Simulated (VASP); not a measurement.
Write the native input for VASP 6.6.1 that does the following.

```yaml
Task: single point
Functional: PBE
Potentials_or_basis: VASP PAW PBE potentials, release 64 (Fe, Co, C, N)
Cutoff: 520 eV
k_mesh: 4 × 4 × 4
Occupations: gaussian, width 0.1 eV
Spin: collinear spin, ferromagnetic start
Starting_moments: "[4.0, 3.0, 0.0, 0.0, 0.0, 0.0, 0.0, 0.0, 0.0, 0.0, 0.0, 0.0, 0.0, 0.0] μB"
Dipole_correction: no
Further_INCAR_settings: ALGO = Normal; EDIFF = 1e-07; NBANDS = 52
```

The structure of FeCoC6N6 lies in POSCAR:

```
FeCoC6N6
1.0
    0.0000000000      5.1170000000      5.1170000000
    5.1170000000      0.0000000000      5.1170000000
    5.1170000000      5.1170000000      0.0000000000
Fe Co C N
1 1 6 6
Direct
    0.5000000000      0.5000000000      0.5000000000
    0.0000000000      0.0000000000      0.0000000000
    0.8126832100      0.1873167900      0.1873167900
    0.1873167900      0.8126832100      0.1873167900
    0.1873167900      0.1873167900      0.8126832100
    0.1873167900      0.8126832100      0.8126832100
    0.8126832100      0.1873167900      0.8126832100
    0.8126832100      0.8126832100      0.1873167900
    0.6983584100      0.3016415900      0.3016415900
    0.3016415900      0.6983584100      0.3016415900
    0.3016415900      0.3016415900      0.6983584100
    0.3016415900      0.6983584100      0.6983584100
    0.6983584100      0.3016415900      0.6983584100
    0.6983584100      0.6983584100      0.3016415900
```

The input as run:

INCAR

```
SYSTEM = FeCoC6N6
PREC = Accurate
ENCUT = 520
EDIFF = 1E-7
ISMEAR = 0
SIGMA = 0.1
LREAL = .FALSE.
LASPH = .TRUE.
NELM = 150
ALGO = Normal
ISIF = 2
LWAVE = .FALSE.
LCHARG = .FALSE.
ISPIN = 2
MAGMOM = 4 3 0 0 0 0 0 0 0 0 0 0 0 0
LORBIT = 11
LMAXMIX = 4
GGA = PE
NBANDS = 52
```

KPOINTS

```
regular mesh
0
G
  4 4 4
  0 0 0
```

Potentials or basis: VASP PAW PBE potentials, release 64 (Fe, Co, C, N).

Command:

```console
$ cat potpaw_PBE.64/Fe/POTCAR potpaw_PBE.64/Co/POTCAR potpaw_PBE.64/C/POTCAR potpaw_PBE.64/N/POTCAR > POTCAR
$ mpirun -np 1 vasp_std > vasp.out
```

It gave:

The pressure is -5.9 GPa, the largest force is 0.964 eV/Å and the band gap on the k mesh is zero (filled and empty bands overlap). The net moment is 1.00 μB per cell and the site moments are Fe +0.88; Co +0.07; C +0.01; N -0.01 μB. The valence electrons inside the program's atomic spheres are Fe 6.95; Co 8.79; C 2.56; N 3.87.

Caveat: the cell stands under tension.

It took 14 min on 1 thread of Intel Xeon 8259CL, with other jobs on the host, peak memory 0.63 GiB.
